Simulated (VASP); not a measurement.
Set up this calculation in VASP 6.6.1, as the native input.

| Item | Value |
| --- | --- |
| Task | single point |
| Functional | r2SCAN |
| Potentials or basis | VASP PAW PBE potentials, release 64 (Ga_d, N) |
| Cutoff | 520 eV |
| k mesh | 10 × 10 × 10 |
| Occupations | gaussian, width 0.01 eV |
| Spin | no spin polarisation |
| Dipole correction | no |
| Further INCAR settings | ALGO = Normal; EDIFF = 1e-07; NBANDS = 16 |

Crystal: GaN.

```xyz
2
Lattice="2.2342 2.2342 0.0000 -2.2342 2.2342 0.0000 0.0000 2.2342 2.2342" Properties=species:S:1:pos:R:3 pbc="T T T"
Ga    0.0000    0.0000    0.0000
N    -1.1171    3.3513    1.1171
```

The input as run:

POSCAR

```
GaN
1.0
    2.2342277387      2.2342277387      0.0000000000
   -2.2342277387      2.2342277387      0.0000000000
    0.0000000000      2.2342277387      2.2342277387
Ga N
1 1
Direct
    0.0000000000      0.0000000000      0.0000000000
    0.2500000000      0.7500000000      0.5000000000
```

INCAR.step1

```
SYSTEM = GaN
ALGO     = Normal         ! electronic algorithm
EDIFF    = 1E-4           ! SCF threshold, eV
ENCUT    = 520            ! plane-wave cutoff, eV
GGA      = PE             ! functional
ISMEAR   = 0              ! smearing method
LASPH    = .True.         ! aspherical terms in the spheres
LCHARG   = .False.        ! write CHGCAR
LREAL    = .False.        ! projectors in reciprocal space
LWAVE    = .True.         ! write WAVECAR
NBANDS   = 16             ! bands
NELM     = 60             ! most SCF steps
PREC     = Accurate       ! precision mode
SIGMA    = 0.01           ! smearing width, eV
```

INCAR.step2

```
SYSTEM = GaN
ALGO     = Normal         ! electronic algorithm
EDIFF    = 1E-7           ! SCF threshold, eV
ENCUT    = 520            ! plane-wave cutoff, eV
ISIF     = 2              ! what is computed and relaxed
ISMEAR   = 0              ! smearing method
ISTART   = 1            
LASPH    = .True.         ! aspherical terms in the spheres
LCHARG   = .True.         ! write CHGCAR
LELF     = .True.         ! ELF
LMIXTAU  = .True.       
LREAL    = .False.        ! projectors in reciprocal space
LVHAR    = .True.       
LWAVE    = .False.        ! write WAVECAR
METAGGA  = R2SCAN         ! meta-GGA
NBANDS   = 16             ! bands
NELM     = 60             ! most SCF steps
PREC     = Accurate       ! precision mode
SIGMA    = 0.01           ! smearing width, eV
```

KPOINTS

```
k-points
0
Gamma
  10 10 10
  0 0 0
```

Potentials or basis: VASP PAW PBE potentials, release 64 (Ga_d, N).

The run is started by

```sh
$ cat potpaw_PBE.64/Ga_d/POTCAR potpaw_PBE.64/N/POTCAR > POTCAR
$ cp INCAR.step1 INCAR
$ mpirun -np 1 vasp_std > vasp.out
$ cp INCAR.step2 INCAR
$ mpirun -np 1 vasp_std > vasp.out
```

Results of the run:

```json
{"Pressure": "5.2 GPa", "Band gap on the k mesh": "2.29 eV"}
```

Caveat: the cell stands under pressure; the PAW data sets were made with another functional, which shifts forces and pressure a little.

Run time: 29 s on 1 thread of Intel(R) Xeon(R) 6975P-C (Granite Rapids), on a shared host, peak memory 0.15 GiB.
